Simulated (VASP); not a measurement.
# Y (Pm-3m) in VASP: further runs

Y is run at these levels: PBEsol; tasks: single point, relaxation of cell and atoms.

Everything below comes from runs of VASP 6.6.1. Logs are shortened: lines on timing, memory, paths and dates and some standing lists are left out, and cuts for length are marked.

## 1. The cell of the first run

The structure is cubic, space group Pm-3m (No. 221). Conventional cell: a = 3.198 Å, b = 3.198 Å, c = 3.198 Å, α = 90.00°, β = 90.00°, γ = 90.00°. Y (site symmetry m-3m) has 6 Y at 3.20 Å within 4.2 Å.

This isn't the form of Y at room conditions, which is hcp.

## 2. Single point, PBEsol

The input, INCAR:

```
PREC     = Accurate       # precision mode
ENCUT    = 500            # plane-wave cutoff, eV
EDIFF    = 1E-6           # SCF threshold, eV
ISMEAR   = 0              # smearing method
SIGMA    = 0.1            # smearing width, eV
LREAL    = F              # projectors in reciprocal space
LASPH    = T              # aspherical terms in the spheres
NELM     = 120            # most SCF steps
ALGO     = Normal         # electronic algorithm
ISIF     = 2              # what is computed and relaxed
LWAVE    = F              # write WAVECAR
LCHARG   = F              # write CHGCAR
GGA      = PS             # functional
NBANDS   = 12             # bands
GGA_COMPAT= F
```

The input, KPOINTS:

```
regular mesh
0
Gamma
  7 7 7
```

The input, POSCAR:

```
Y
1.0
    3.1976133054      0.0000000000      0.0000000000
    0.0000000000      3.1976133054      0.0000000000
    0.0000000000      0.0000000000      3.1976133054
Y
1
Direct
    0.0000000000      0.0000000000      0.0000000000
```

Potentials or basis: VASP PAW PBE potentials, release 64 (Y_sv).

On the command line:

```sh
cat potpaw_PBE.64/Y_sv/POTCAR > POTCAR
mpirun -np 1 vasp_std > vasp.out
```

OUTCAR:

```text
PREC = Accurate
   ENCUT = 500
   EDIFF = 1E-6
   ISMEAR = 0
   LREAL = F
   LASPH = T
   NELM = 120
   ISIF = 2
   GGA = PS

 ion  position               nearest neighbor table
   1  0.000  0.000  0.000-

  LATTYP: Found a simple cubic cell.
 ALAT       =     3.1976133054

  Lattice vectors:

 A1 = (   3.1976133054,   0.0000000000,   0.0000000000)
 A2 = (   0.0000000000,   3.1976133054,   0.0000000000)
 A3 = (   0.0000000000,   0.0000000000,   3.1976133054)

Analysis of symmetry for initial positions (statically):
=====================================================================
 Subroutine PRICEL returns:
 Original cell was already a primitive cell.

 Routine SETGRP: Setting up the symmetry group for a
 simple cubic supercell.

 Subroutine GETGRP returns: Found 48 space group operations
 (whereof 48 operations were pure point group operations)
 out of a pool of 48 trial point group operations.

The static configuration has the point symmetry O_h .

Analysis of symmetry for dynamics (positions and initial velocities):
=====================================================================
 Subroutine PRICEL returns:
 Original cell was already a primitive cell.

 Routine SETGRP: Setting up the symmetry group for a
 simple cubic supercell.

 Subroutine GETGRP returns: Found 48 space group operations
 (whereof 48 operations were pure point group operations)
 out of a pool of 48 trial point group operations.

The dynamic configuration has the point symmetry O_h .

 Subroutine INISYM returns: Found 48 space group operations
 (whereof 48 operations are pure point group operations),
 and found     1 'primitive' translations

----------------------------------------------------------------------------------------

                                     Primitive cell

  volume of cell :      32.6947

  direct lattice vectors                    reciprocal lattice vectors
     3.197613305  0.000000000  0.000000000     0.312733250  0.000000000  0.000000000
     0.000000000  3.197613305  0.000000000     0.000000000  0.312733250  0.000000000
     0.000000000  0.000000000  3.197613305     0.000000000  0.000000000  0.312733250

  length of vectors
     3.197613305  3.197613305  3.197613305     0.312733250  0.312733250  0.312733250

  position of ions in fractional coordinates (direct lattice)
     0.000000000  0.000000000  0.000000000

  ion indices of the primitive-cell ions
   primitive index   ion index
                 1           1

----------------------------------------------------------------------------------------

 KPOINTS: regular mesh

Automatic generation of k-mesh.
 Grid dimensions read from file:
 generate k-points for:    7    7    7

 Generating k-lattice:

  Cartesian coordinates                     Fractional coordinates (reciprocal lattice)
     0.044676179  0.000000000  0.000000000     0.142857143  0.000000000  0.000000000
     0.000000000  0.044676179  0.000000000     0.000000000  0.142857143  0.000000000
     0.000000000  0.000000000  0.044676179     0.000000000  0.000000000  0.142857143

  Length of vectors
     0.044676179  0.044676179  0.044676179

  Shift w.r.t. Gamma in fractional coordinates (k-lattice)
     0.000000000  0.000000000  0.000000000

 Subroutine IBZKPT returns following result:
 ===========================================

 Found     20 irreducible k-points:

 Following reciprocal coordinates:
            Coordinates               Weight
  0.000000  0.000000  0.000000      1.000000
  0.142857  0.000000  0.000000      6.000000
  0.285714  0.000000  0.000000      6.000000
  0.428571  0.000000  0.000000      6.000000
  0.142857  0.142857  0.000000     12.000000
  0.285714  0.142857  0.000000     24.000000
[... 12 lines left out ...]
  0.428571  0.428571  0.285714     24.000000
  0.428571  0.428571  0.428571      8.000000
   k-points           NKPTS =     20   k-points in BZ     NKDIM =     20   number of bands    NBANDS=     12
   number of dos      NEDOS =    301   number of ions     NIONS =      1
   total plane-waves  NPLWV =  13824
   dimension x,y,z NGX =    24 NGY =   24 NGZ =   24
   dimension x,y,z NGXF=    48 NGYF=   48 NGZF=   48
   ions per type =               1
   NGX,Y,Z   is equivalent  to a cutoff of  12.48, 12.48, 12.48 a.u.
   NGXF,Y,Z  is equivalent  to a cutoff of  24.96, 24.96, 24.96 a.u.
 SYSTEM =  unknown system
   PREC   = accura    normal or accurate (medium, high low for compatibility)
   ISTART =      0    job   : 0-new  1-cont  2-samecut
   ICHARG =      2    charge: 1-file 2-atom 10-const
   ISPIN  =      1    spin polarized calculation?
   LNONCOLLINEAR =      F non collinear calculations
   LSORBIT =      F    spin-orbit coupling
   LASPH  =      T    aspherical Exc in radial PAW
   ENCUT  =  500.0 eV  36.75 Ry    6.06 a.u.   5.83  5.83  5.83*2*pi/ulx,y,z
   NELM   =    120;   NELMIN=  2; NELMDL= -5     # of ELM steps
   EDIFF  = 0.1E-05   stopping-criterion for ELM
   LREAL  =      F    real-space projection
   EDIFFG = 0.1E-04   stopping-criterion for IOM
   NSW    =      0    number of steps for IOM
   IBRION =     -1    ionic relax: 0-MD 1-quasi-New 2-CG
   NFREE  =      0    steps in history (QN), initial steepest desc. (CG)
   ISIF   =      2    stress and relaxation
   ISYM   =      2    0-nonsym 1-usesym 2-fastsym
   POTIM  = 0.5000    time-step for ionic-motion
   TEBEG  =    0.0;   TEEND  =   0.0 temperature during run
   PSTRESS=    0.0 pullay stress
   NELECT =      11.0000    total number of electrons
   NUPDOWN=      -1.0000    fix difference up-down
   EMIN   =  10.00;   EMAX   =-10.00  energy-range for DOS
   EFERMI =   0.00;   METHOD = LEGACY
   ISMEAR =     0;   SIGMA  =   0.10  broadening in eV -4-tet -1-fermi 0-gaus
   EFERMI_NEDOS =   21; number of points for ismear=-14 and -15
   IALGO  =     38    algorithm
   IMIX   =      4    mixing-type and parameters
     AMIX     =   0.40;   BMIX     =  1.00
     AMIX_MAG =   1.60;   BMIX_MAG =  1.00
  volume/ion in A,a.u.               =      32.69       220.63
  Fermi-wavevector in a.u.,A,eV,Ry     =   1.138623  2.151685 17.639427  1.296461
  Thomas-Fermi vector in A             =   2.275327
   LORBIT       =      0    0 simple, 1 ext, 2 COOP (PROOUT), +10 PAW based schemes
   GGA     = PS    functional components
   LHFCALC =     F    Hartree Fock is set to
   AEXX    =    0.0000 exact exchange contribution
   IVDW    =     0    specifies the selected vdW correction
   LEPSILON=     F    determine dielectric tensor
   LRPA    =     F    only Hartree local field effects (RPA)
 non-spin polarized calculation
 Gauss-broadening in eV      SIGMA  =   0.10
  energy-cutoff  :      500.00
  volume of cell :       32.69
 maximum number of plane-waves:       858
 NGX is ok and might be reduce to    24
   NGX = 11   NGY = 11   NGZ = 11

 number of electron      11.0000002 magnetization

 Free energy of the ion-electron system (eV)
  ---------------------------------------------------
  ext. energy  EPLUGINS =         0.00000000
  ---------------------------------------------------
  free energy    TOTEN  =        -6.01810431 eV

  energy without entropy =       -6.00505733  energy(sigma->0) =       -6.01158082

 E-fermi :   2.9149     XC(G=0):  -9.4999

 val. band max:        2.9138123694   @ k =   0.4286   0.4286   0.0000
 cond. band min:       2.9567873104   @ k =   0.1429   0.1429   0.1429
 fundamental gap:      0.0429749410
 Fermi energy:         2.9149364669

 k-point     1 :       0.0000    0.0000    0.0000
  band No.  band energies     occupation
      1     -39.8969      2.00000
      2     -19.4977      2.00000
      3     -19.4977      2.00000
      4     -19.4977      2.00000
      5      -1.6700      2.00000
      6       2.2006      2.00000
      7       2.2006      2.00000
      8       8.4584      0.00000
      9       8.4584      0.00000
     10       8.4584      0.00000
     11      13.4481      0.00000
     12      13.4481      0.00000

 k-point     2 :       0.1429    0.0000    0.0000
  band No.  band energies     occupation
      1     -39.8808      2.00000
      2     -19.6680      2.00000
      3     -19.4833      2.00000
      4     -19.4833      2.00000
      5      -1.2595      2.00000
      6       2.3257      2.00000
      7       2.5700      2.00000
      8       7.7242      0.00000
      9       7.7242      0.00000
     10       8.5096      0.00000
     11      11.8998      0.00000
     12      14.3789      0.00000

 k-point     3 :       0.2857    0.0000    0.0000
  band No.  band energies     occupation
      1     -39.8444      2.00000
      2     -20.0327      2.00000
      3     -19.4506      2.00000
      4     -19.4506      2.00000
      5      -0.2463      2.00000
      6       2.6322      1.99994
      7       3.2598      0.00000
      8       6.5702      0.00000
      9       6.5702      0.00000
     10       8.6280      0.00000
     11      10.3583      0.00000
     12      14.5816      0.00000
[... 226 lines left out ...]
 k-point    19 :       0.4286    0.4286    0.2857
  band No.  band energies     occupation
      1     -39.6865      2.00000
      2     -20.1292      2.00000
      3     -20.1246      2.00000
      4     -19.8367      2.00000
      5       1.7217      2.00000
      6       3.1110      0.00556
      7       3.2311      0.00001
      8       6.0120      0.00000
      9       8.5438      0.00000
     10       9.1791      0.00000
     11      10.6515      0.00000
     12      11.8792      0.00000

 k-point    20 :       0.4286    0.4286    0.4286
  band No.  band energies     occupation
      1     -39.6589      2.00000
      2     -20.0930      2.00000
      3     -20.0869      2.00000
      4     -20.0869      2.00000
      5       2.1365      2.00000
      6       2.4471      2.00000
      7       2.4471      2.00000
      8       8.8135      0.00000
      9       8.8135      0.00000
     10       9.1846      0.00000
     11      10.0480      0.00000
     12      12.7109      0.00000

------------------------ aborting loop because EDIFF is reached ----------------------------------------

  FORCE on cell =-STRESS in cart. coord.  units (eV):
  Direction    XX          YY          ZZ          XY          YZ          ZX
  --------------------------------------------------------------------------------------
  -------------------------------------------------------------------------------------
  Total       -0.0106998     -0.0106998     -0.0106998     -0.0000000     -0.0000000      0.0000000
  in kB       -0.5243358     -0.5243358     -0.5243358     -0.0000000     -0.0000000      0.0000000
  external PRESSURE =      -0.5243358 kB  Pullay stress =       0.0000000 kB

 VOLUME and BASIS-vectors are now :
 -----------------------------------------------------------------------------
  energy-cutoff  :      500.00
  volume of cell :       32.69
      direct lattice vectors                 reciprocal lattice vectors
     3.197613305  0.000000000  0.000000000     0.312733250  0.000000000  0.000000000
     0.000000000  3.197613305  0.000000000     0.000000000  0.312733250  0.000000000
     0.000000000  0.000000000  3.197613305     0.000000000  0.000000000  0.312733250

 POSITION                                       TOTAL-FORCE (eV/Angst)
 -----------------------------------------------------------------------------------
      0.00000      0.00000      0.00000         0.000000      0.000000      0.000000
 -----------------------------------------------------------------------------------
    total drift:                                0.000000      0.000000      0.000000

  FREE ENERGIE OF THE ION-ELECTRON SYSTEM (eV)
  ---------------------------------------------------
  free  energy   TOTEN  =        -6.0181043070 eV

  energy  without entropy=       -6.0050573284  energy(sigma->0) =       -6.01158082
```

Wall time 3.7 s (1 thread of Intel Xeon 6975P-C (Granite Rapids), shared host); peak memory 0.14 GiB.

Results:

```yaml
Free_energy: -6.0181 eV
Pressure: -0.1 GPa
Band_gap_on_the_k_mesh: zero (an odd number of electrons rules out a gap without spin polarisation)
```

Caveat: the PAW data sets were made with another functional, which shifts forces and pressure a little.

## 3. Relaxation of cell and atoms, PBEsol

This run uses another cell than the first one, of 36.26 Å³/atom.

The input, INCAR:

```
SYSTEM = Y
PREC = Accurate
ENCUT = 500
EDIFF = 1E-7
ISMEAR = 0
SIGMA = 0.1
LREAL = .False.
LASPH = .True.
NELM = 120
ALGO = Normal
ISIF = 3
LWAVE = .False.
LCHARG = .False.
GGA = PS
IBRION = 2
NSW = 60
EDIFFG = -0.03
GGA_COMPAT = .False.
NELMIN = 4
```

The input, KPOINTS:

```
Automatic mesh
0
Gamma
  7 7 7
  0 0 0
```

The input, POSCAR:

```
Y
1.0
    3.3100000000      0.0000000000      0.0000000000
    0.0000000000      3.3100000000      0.0000000000
    0.0000000000      0.0000000000      3.3100000000
Y
1
Direct
    0.0000000000      0.0000000000      0.0000000000
```

Potentials or basis: VASP PAW PBE potentials, release 64 (Y_sv).

On the command line:

```sh
cat potpaw_PBE.64/Y_sv/POTCAR > POTCAR
mpirun -np 1 vasp_std > vasp.out
```

It took 10 s on 1 thread of Intel Xeon 6975P-C (Granite Rapids), shared host; peak memory 0.14 GiB.

The run converged. Its results:

* Free energy: -6.0184 eV
* Relaxed volume: 32.61 Å³/atom
* Relaxed cell: a = 3.195 Å, b = 3.195 Å, c = 3.195 Å, α = 90.00°, β = 90.00°, γ = 90.00°
* Space group after relaxing (to 0.1 Å): Pm-3m (No. 221)
* Energy gained by relaxing: 31.9 meV/atom
* Ionic steps: 3
* Pressure after relaxing: 0.0 GPa
* Band gap on the k mesh: zero (an odd number of electrons rules out a gap without spin polarisation)

The path:
| step | energy change (eV) | largest force (eV/Å) | pressure (GPa) | volume (Å³) |
| --- | --- | --- | --- | --- |
| 1 | 0.0000 | 0.0000 | -2.54 | 36.26 |
| 2 | -0.0304 | 0.0000 | -0.64 | 33.33 |
| 3 | -0.0319 | 0.0000 | -0.02 | 32.61 |

Final structure:
```yaml
crystal:
  lattice:
    - [3.19498, 0.00000, 0.00000]
    - [0.00000, 3.19498, 0.00000]
    - [0.00000, 0.00000, 3.19498]
  atoms:
    - { symbol: Y, position: [0.00000, 0.00000, 0.00000] }
```

Levels at points of the mesh, in eV from the Fermi level:
| k point | band 2 | band 3 | band 4 | band 5 | band 6 | band 7 | band 8 | band 9 |
| --- | --- | --- | --- | --- | --- | --- | --- | --- |
| (0.00, 0.00, 0.00) | -22.41 | -22.41 | -22.41 | -4.59 | -0.72 | -0.72 | 5.56 | 5.56 |

Caveat: the PAW data sets were made with another functional, which shifts forces and pressure a little.
